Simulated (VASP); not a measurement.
# Mo (Im-3m) in VASP: notebook, part 2 of 2

VASP 6.6.1.

## Step 3: Single point, LDA (volume scaled by 0.68)

INCAR reads:

```
SYSTEM = Mo
PREC = Accurate ; ENCUT = 520
EDIFF = 1E-6 ; ISMEAR = -1
SIGMA = 0.08 ; LREAL = .False.
LASPH = .True. ; NELM = 60
ALGO = Normal ; ISIF = 2
LWAVE = .False. ; LCHARG = .True.
LELF = .True. ; LVHAR = .True.
NBANDS = 13
```

KPOINTS reads:

```
Automatic mesh
0
Gamma
  17 17 17
  0 0 0
```

POSCAR reads:

```
Mo
1.0
   -1.3682600795      1.3682600795      1.3682600795
    1.3682600795     -1.3682600795      1.3682600795
    1.3682600795      1.3682600795     -1.3682600795
Mo
1
Direct
    0.0000000000      0.0000000000      0.0000000000
```

Potentials or basis: VASP PAW LDA potentials, release 64 (Mo_sv).

Command:

```bash
> cat potpaw_LDA.64/Mo_sv/POTCAR > POTCAR
> mpirun -np 1 vasp_std > vasp.out
```

OUTCAR:

```text
SYSTEM = Mo
   PREC = Accurate
   ENCUT = 520
   EDIFF = 1E-6
   ISMEAR = -1
   LREAL = .False.
   LASPH = .True.
   NELM = 60
   ISIF = 2

 ion  position               nearest neighbor table
   1  0.000  0.000  0.000-

  LATTYP: Found a body centered cubic cell.
 ALAT       =     2.7365201590

  Lattice vectors:

 A1 = (  -1.3682600795,   1.3682600795,   1.3682600795)
 A2 = (   1.3682600795,  -1.3682600795,   1.3682600795)
 A3 = (   1.3682600795,   1.3682600795,  -1.3682600795)

Analysis of symmetry for initial positions (statically):
=====================================================================
 Subroutine PRICEL returns:
 Original cell was already a primitive cell.

 Routine SETGRP: Setting up the symmetry group for a
 body centered cubic supercell.

 Subroutine GETGRP returns: Found 48 space group operations
 (whereof 48 operations were pure point group operations)
 out of a pool of 48 trial point group operations.

The static configuration has the point symmetry O_h .

Analysis of symmetry for dynamics (positions and initial velocities):
=====================================================================
 Subroutine PRICEL returns:
 Original cell was already a primitive cell.

 Routine SETGRP: Setting up the symmetry group for a
 body centered cubic supercell.

 Subroutine GETGRP returns: Found 48 space group operations
 (whereof 48 operations were pure point group operations)
 out of a pool of 48 trial point group operations.

The dynamic configuration has the point symmetry O_h .

 Subroutine INISYM returns: Found 48 space group operations
 (whereof 48 operations are pure point group operations),
 and found     1 'primitive' translations

----------------------------------------------------------------------------------------

                                     Primitive cell

  volume of cell :      10.2463

  direct lattice vectors                    reciprocal lattice vectors
    -1.368260079  1.368260079  1.368260079     0.000000000  0.365427602  0.365427602
     1.368260079 -1.368260079  1.368260079     0.365427602  0.000000000  0.365427602
     1.368260079  1.368260079 -1.368260079     0.365427602  0.365427602  0.000000000

  length of vectors
     2.369895976  2.369895976  2.369895976     0.516792671  0.516792671  0.516792671

  position of ions in fractional coordinates (direct lattice)
     0.000000000  0.000000000  0.000000000

  ion indices of the primitive-cell ions
   primitive index   ion index
                 1           1

----------------------------------------------------------------------------------------

 KPOINTS: Automatic mesh

Automatic generation of k-mesh.
 Grid dimensions read from file:
 generate k-points for:   17   17   17

 Generating k-lattice:

  Cartesian coordinates                     Fractional coordinates (reciprocal lattice)
     0.000000000  0.021495741  0.021495741     0.058823529  0.000000000  0.000000000
     0.021495741  0.000000000  0.021495741     0.000000000  0.058823529  0.000000000
     0.021495741  0.021495741  0.000000000     0.000000000  0.000000000  0.058823529

  Length of vectors
     0.030399569  0.030399569  0.030399569

  Shift w.r.t. Gamma in fractional coordinates (k-lattice)
     0.000000000  0.000000000  0.000000000

 Subroutine IBZKPT returns following result:
 ===========================================

 Found    165 irreducible k-points:

 Following reciprocal coordinates:
            Coordinates               Weight
  0.000000  0.000000  0.000000      1.000000
  0.058824  0.000000  0.000000     12.000000
  0.117647  0.000000  0.000000     12.000000
  0.176471  0.000000  0.000000     12.000000
  0.235294  0.000000  0.000000     12.000000
  0.294118  0.000000  0.000000     12.000000
[... 16 lines left out ...]
  0.411765  0.117647  0.000000     48.000000
  0.176471  0.176471  0.000000     24.000000
 [... further k-points ...]
   k-points           NKPTS =    165   k-points in BZ     NKDIM =    165   number of bands    NBANDS=     13
   number of dos      NEDOS =    301   number of ions     NIONS =      1
   total plane-waves  NPLWV =   5832
   dimension x,y,z NGX =    18 NGY =   18 NGZ =   18
   dimension x,y,z NGXF=    36 NGYF=   36 NGZF=   36
   ions per type =               1
   NGX,Y,Z   is equivalent  to a cutoff of  12.63, 12.63, 12.63 a.u.
   NGXF,Y,Z  is equivalent  to a cutoff of  25.25, 25.25, 25.25 a.u.
 SYSTEM =  Mo
   PREC   = accura    normal or accurate (medium, high low for compatibility)
   ISTART =      0    job   : 0-new  1-cont  2-samecut
   ICHARG =      2    charge: 1-file 2-atom 10-const
   ISPIN  =      1    spin polarized calculation?
   LNONCOLLINEAR =      F non collinear calculations
   LSORBIT =      F    spin-orbit coupling
   LASPH  =      T    aspherical Exc in radial PAW
   ENCUT  =  520.0 eV  38.22 Ry    6.18 a.u.   4.41  4.41  4.41*2*pi/ulx,y,z
   NELM   =     60;   NELMIN=  2; NELMDL= -5     # of ELM steps
   EDIFF  = 0.1E-05   stopping-criterion for ELM
   LREAL  =      F    real-space projection
   EDIFFG = 0.1E-04   stopping-criterion for IOM
   NSW    =      0    number of steps for IOM
   IBRION =     -1    ionic relax: 0-MD 1-quasi-New 2-CG
   NFREE  =      0    steps in history (QN), initial steepest desc. (CG)
   ISIF   =      2    stress and relaxation
   ISYM   =      2    0-nonsym 1-usesym 2-fastsym
   POTIM  = 0.5000    time-step for ionic-motion
   TEBEG  =    0.0;   TEEND  =   0.0 temperature during run
   PSTRESS=    0.0 pullay stress
   NELECT =      14.0000    total number of electrons
   NUPDOWN=      -1.0000    fix difference up-down
   EMIN   =  10.00;   EMAX   =-10.00  energy-range for DOS
   EFERMI =   0.00;   METHOD = LEGACY
   ISMEAR =    -1;   SIGMA  =   0.08  broadening in eV -4-tet -1-fermi 0-gaus
   EFERMI_NEDOS =   21; number of points for ismear=-14 and -15
   IALGO  =     38    algorithm
   IMIX   =      4    mixing-type and parameters
     AMIX     =   0.40;   BMIX     =  1.00
     AMIX_MAG =   1.60;   BMIX_MAG =  1.00
  volume/ion in A,a.u.               =      10.25        69.15
  Fermi-wavevector in a.u.,A,eV,Ry     =   1.816612  3.432899 44.900305  3.300079
  Thomas-Fermi vector in A             =   2.873988
   LORBIT       =      0    0 simple, 1 ext, 2 COOP (PROOUT), +10 PAW based schemes
   GGA     = CA    functional components
   LHFCALC =     F    Hartree Fock is set to
   AEXX    =    0.0000 exact exchange contribution
   IVDW    =     0    specifies the selected vdW correction
   LEPSILON=     F    determine dielectric tensor
   LRPA    =     F    only Hartree local field effects (RPA)
 non-spin polarized calculation
  energy-cutoff  :      520.00
  volume of cell :       10.25
 maximum number of plane-waves:       285
 NGX is ok and might be reduce to    18
   NGX =  9   NGY =  9   NGZ =  9

 number of electron      14.0000003 magnetization

 Free energy of the ion-electron system (eV)
  ---------------------------------------------------
  ext. energy  EPLUGINS =         0.00000000
  ---------------------------------------------------
  free energy    TOTEN  =        -9.40348987 eV

  energy without entropy =       -9.38807059  energy(sigma->0) =       -9.39578023

 E-fermi :  20.8224     XC(G=0): -16.1144

 val. band max:       20.8210694978   @ k =  -0.1765   0.1765   0.0588
 cond. band min:      20.8235564413   @ k =  -0.4118   0.4118   0.2941
 fundamental gap:      0.0024869434
 Fermi energy:        20.8224389104

 k-point     1 :       0.0000    0.0000    0.0000
  band No.  band energies     occupation
      1     -41.2633      2.00000
      2     -12.6397      2.00000
      3     -12.6397      2.00000
      4     -12.6397      2.00000
      5      12.9359      2.00000
      6      18.0368      2.00000
      7      18.0368      2.00000
      8      18.0368      2.00000
      9      22.9233      0.00000
     10      22.9233      0.00000
     11      35.5366      0.00000
     12      35.5366      0.00000
     13      35.5366      0.00000

 k-point     2 :       0.0588    0.0000    0.0000
  band No.  band energies     occupation
      1     -41.2237      2.00000
      2     -12.8248      2.00000
      3     -12.6937      2.00000
      4     -12.6432      2.00000
      5      13.1936      2.00000
      6      17.8686      2.00000
      7      18.0124      2.00000
      8      18.2915      2.00000
      9      22.6209      0.00000
     10      22.9110      0.00000
     11      35.7809      0.00000
[... 339 lines left out ...]
 k-point    24 :       0.1765    0.1765    0.0000
  band No.  band energies     occupation
      1     -40.4133      2.00000
      2     -15.7276      2.00000
      3     -13.7171      2.00000
      4     -12.9933      2.00000
      5      14.8108      2.00000
      6      16.0713      2.00000
      7      18.0239      2.00000
      8      21.4051      0.00137
      9      24.2773      0.00000
     10      25.6024      0.00000
     11      38.6909      0.00000
     12      39.6132      0.00000
     13      43.4921      0.00000

 [... further k-points ...]
[... 5 lines left out ...]
  --------------------------------------------------------------------------------------
  -------------------------------------------------------------------------------------
  Total       15.8372482     15.8372482     15.8372482      0.0000000      0.0000000     -0.0000000
  in kB     2476.4202443   2476.4202443   2476.4202443      0.0000000      0.0000000     -0.0000000
  external PRESSURE =    2476.4202443 kB  Pullay stress =       0.0000000 kB

 VOLUME and BASIS-vectors are now :
 -----------------------------------------------------------------------------
  energy-cutoff  :      520.00
  volume of cell :       10.25
      direct lattice vectors                 reciprocal lattice vectors
    -1.368260079  1.368260079  1.368260079     0.000000000  0.365427602  0.365427602
     1.368260079 -1.368260079  1.368260079     0.365427602  0.000000000  0.365427602
     1.368260079  1.368260079 -1.368260079     0.365427602  0.365427602  0.000000000

 POSITION                                       TOTAL-FORCE (eV/Angst)
 -----------------------------------------------------------------------------------
      0.00000      0.00000      0.00000        -0.000000      0.000000     -0.000000
 -----------------------------------------------------------------------------------
    total drift:                                0.000000      0.000000      0.000000

  FREE ENERGIE OF THE ION-ELECTRON SYSTEM (eV)
  ---------------------------------------------------
  free  energy   TOTEN  =        -9.4034898715 eV

  energy  without entropy=       -9.3880705901  energy(sigma->0) =       -9.39578023
```

stdout:

```text
POSCAR found type information on POSCAR Mo
 POSCAR found :  1 types and       1 ions
 scaLAPACK will be used
 LDA part: xc-table for (Slater(with rela. corr.)+CA(PZ))
 , standard interpolation
 POSCAR, INCAR and KPOINTS ok, starting setup
 FFT: planning ... GRIDC
 FFT: planning ... GRID_SOFT
 FFT: planning ... GRID
 WAVECAR not read
 entering main loop
```

It took 6.9 s on 1 thread of Intel Xeon 6975P-C (Granite Rapids), shared host; peak memory 0.12 GiB.

What came out:

- Free energy: -9.4035 eV
- Pressure: 247.6 GPa
- Band gap on the k mesh: zero (band 7 reaches 27.14 eV, above the bottom of band 8 at 18.04 eV)
